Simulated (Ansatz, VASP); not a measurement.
**One calculation of Cs4Zn, two programs**

File POSCAR:

```
Cs4Zn
1.0
    7.6990191000      0.0000000000      0.0000000000
    0.0000000000      7.6990191000      0.0000000000
    0.0000000000      0.0000000000      7.6990191000
Cs Zn
4 1
Direct
    0.5000000000      0.0000000000      0.0000000000
    0.0000000000      0.5000000000      0.0000000000
    0.0000000000      0.0000000000      0.5000000000
    0.5000000000      0.5000000000      0.5000000000
    0.0000000000      0.0000000000      0.0000000000
```

INCAR.step1

```
ALGO = Normal
EDIFF = 1E-4
ENCUT = 520
GGA = PE
ISMEAR = 0
LASPH = True
LCHARG = False
LREAL = False
LWAVE = True
NBANDS = 32
NELM = 100
PREC = Accurate
SIGMA = 0.1
```

INCAR.step2

```
ALGO = Normal
EDIFF = 1E-6
ENCUT = 520
ISIF = 2
ISMEAR = 0
ISTART = 1
LASPH = True
LCHARG = False
LMIXTAU = True
LREAL = False
LWAVE = False
METAGGA = R2SCAN
NBANDS = 32
NELM = 100
PREC = Accurate
SIGMA = 0.1
```

KPOINTS

```
k-points
0
Gamma
  6 6 6
```

Input for Ansatz:

```yaml
crystal:
  lattice:
    - [7.6990191, 0.0, 0.0]
    - [0.0, 7.6990191, 0.0]
    - [0.0, 0.0, 7.6990191]
  atoms:
    - { symbol: Cs, position: [0.5, 0.0, 0.0] }
    - { symbol: Cs, position: [0.0, 0.5, 0.0] }
    - { symbol: Cs, position: [0.0, 0.0, 0.5] }
    - { symbol: Cs, position: [0.5, 0.5, 0.5] }
    - { symbol: Zn, position: [0.0, 0.0, 0.0] }
basis:
  ecutwfc: 500
kpoints:
  mp_grid: { grid: [6, 6, 6] }
  band_path:
    path:
      - [[0.0, 0.0, 0.0], [0.0, 0.5, 0.0], [0.5, 0.5, 0.0], [0.0, 0.0, 0.0], [0.5, 0.5, 0.5], [0.0, 0.5, 0.0]]
      - [[0.5, 0.5, 0.5], [0.5, 0.5, 0.0]]
    npoints: 14
hamiltonian:
  xc: r2scan
scf:
  occupations: { method: gaussian, width: 0.1 }
  n_extra_bands: 12
output:
  forces: true
  stress: true
  eigenvalues: true
  populations: true
  dos: { projected: true, de: 0.02, nscf_kmesh: { grid: [8, 8, 8] } }
  bader: true
  write_density: true
  write_potential: true
  elf: true
  volumetric_format: npy
```

Alike in both runs: task single point; functional r2SCAN; k mesh 6 × 6 × 6; occupations gaussian, width 0.1 eV; no spin polarisation.

|  | VASP | Ansatz |
| --- | --- | --- |
| version | VASP 6.6.1 | Ansatz 0.2.0 |
| potentials or method | VASP PAW PBE potentials, release 64 (Cs_sv, Zn), cutoff 520 eV | scalar-relativistic, plane waves, PAW |
| valence electrons in the cell | 48 | 48 |

```tsv
	VASP	Ansatz	Ansatz less VASP
gap on the k mesh at the Fermi level (eV)	none	none	-
pressure (GPa)	0.0	0.0	0.00
```

VASP's potentials were made for PBE, not for r2SCAN. A gap of «none» marks a metal or a gap that the smearing closes. With one functional, cell and mesh, what is left measures potentials, basis and numerics.

Spin-orbit coupling is off throughout.
